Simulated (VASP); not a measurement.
Runs of VASP 6.6.1 on AlGa2As3. The structure is that of space group P6/mmm (No. 191), or close to it. The cells are those of the table. The cell was generated, and may not be a known phase.

```csv
task,cell,k mesh,cutoff (eV),gap on the mesh (eV),pressure (GPa),relaxed volume (Å³/atom)
single point,"a = 6.199, b = 6.199, c = 3.567 Å, angles 90.0, 90.0, 120.0°, 6 atoms",3 × 3 × 6,520,none,10.7,-
single point,"a = 6.591, b = 6.591, c = 3.664 Å, angles 90.0, 90.0, 120.0°, 6 atoms",3 × 3 × 6,520,none,0.2,-
relaxation of cell and atoms,"relaxed from a = 6.591, b = 6.591, c = 3.664 Å, angles 90.0, 90.0, 120.0°, 6 atoms",6 × 6 × 10,600,none,0.0,(b)
single point,"a = 6.428, b = 6.428, c = 3.841 Å, angles 90.0, 90.0, 120.0°, 6 atoms",6 × 6 × 10,520,none,(a),-
relaxation of cell and atoms,"relaxed from a = 6.199, b = 6.199, c = 3.567 Å, angles 90.0, 90.0, 120.0°, 6 atoms",3 × 3 × 6,600,none,-0.1,23.08
```

Alike in all rows: level PBE; potentials or basis VASP PAW PBE potentials, release 64 (Al, Ga_d, As); no spin polarisation; smearing gaussian 0.1 eV.

Problem. Fill in the values left out.

Solution. (a) 0.1; (b) 22.93.

Caveats: some runs use coarse meshes; the volume moved by over 15 % at a fixed basis, so the end points are rough (at least some runs).

A k mesh can miss the band edges, and the runs leave out spin-orbit coupling on As, Ga.

A gap of «none» marks levels without a gap at the run's occupations.
